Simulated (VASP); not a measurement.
BP (zincblende type), 2 atoms in the cell. It takes space group F-43m (No. 216, cubic). The conventional cell has a = 3.717 Å, b = 3.717 Å, c = 3.717 Å, α = 90.00°, β = 90.00°, γ = 90.00°. B (site symmetry -43m) has 4 P at 1.61 Å within 2.1 Å. Within 2.1 Å of P (site symmetry -43m) lie 4 B at 1.61 Å.  This cell differs from its parent crystal: volume scaled by 0.55.

| Property | Result |
| --- | --- |
| Program | VASP 6.6.1 |
| Task | single point |
| Functional | r2SCAN |
| Potentials or basis | VASP PAW PBE potentials, release 64 (B, P) |
| Cutoff | 520 eV |
| k mesh | 16 × 16 × 16 |
| Occupations | fermi-dirac, width 0.08 eV |
| Spin | no spin polarisation |
| Dipole correction | no |
| Further INCAR settings | ALGO = Normal; EDIFF = 1e-07; NBANDS = 11 |

Potentials or basis: VASP PAW PBE potentials, release 64 (B, P).

Run with:

```console
$ cat potpaw_PBE.64/B/POTCAR potpaw_PBE.64/P/POTCAR > POTCAR
$ cp INCAR.step1 INCAR
$ mpirun -np 1 vasp_std > vasp.out
$ cp INCAR.step2 INCAR
$ mpirun -np 1 vasp_std > vasp.out
```

Hardware: 1 thread of AMD EPYC 7R13 Processor (Zen 3), with other jobs on the host.

Question: How long does it take, and how much memory?

Answer: Wall time 78 s on 1 thread of AMD EPYC 7R13 Processor (Zen 3) (shared host), peak memory 0.1 GiB. Counts: k points 145.
